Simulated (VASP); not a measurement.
**Se: single point with LDA**

Crystal: Se.

```xyz
1
Lattice="2.3357 0.0000 0.0000 0.0000 2.3357 0.0000 0.0000 0.0000 2.3357" Properties=species:S:1:pos:R:3 pbc="T T T"
Se    0.0000    0.0000    0.0000
```

This cell differs from its parent crystal: volume scaled by 0.6.

| Item | Value |
| --- | --- |
| Program | VASP 6.6.1 |
| Task | single point |
| Functional | LDA |
| Potentials or basis | VASP PAW LDA potentials, release 64 (Se) |
| Cutoff | 520 eV |
| k mesh | 13 × 13 × 13 |
| Occupations | fermi-dirac, width 0.08 eV |
| Spin | no spin polarisation |
| Dipole correction | no |
| Further INCAR settings | ALGO = Normal; EDIFF = 1e-06; NBANDS = 9 |

The pressure is 123.9 GPa and the band gap on the k mesh is zero (band 3 reaches 19.72 eV, above the bottom of band 4 at 9.02 eV).

Levels at points of the mesh, in eV from the Fermi level:
| k point | band 1 | band 2 | band 3 | band 4 | band 5 | band 6 | band 7 | band 8 |
| --- | --- | --- | --- | --- | --- | --- | --- | --- |
| (0.00, 0.00, 0.00) | -23.25 | 2.25 | 2.25 | 2.25 | 6.50 | 6.50 | 11.66 | 29.09 |

It took 5.7 s on 1 thread of Intel(R) Xeon(R) 6975P-C (Granite Rapids), on a shared host, peak memory 0.11 GiB.
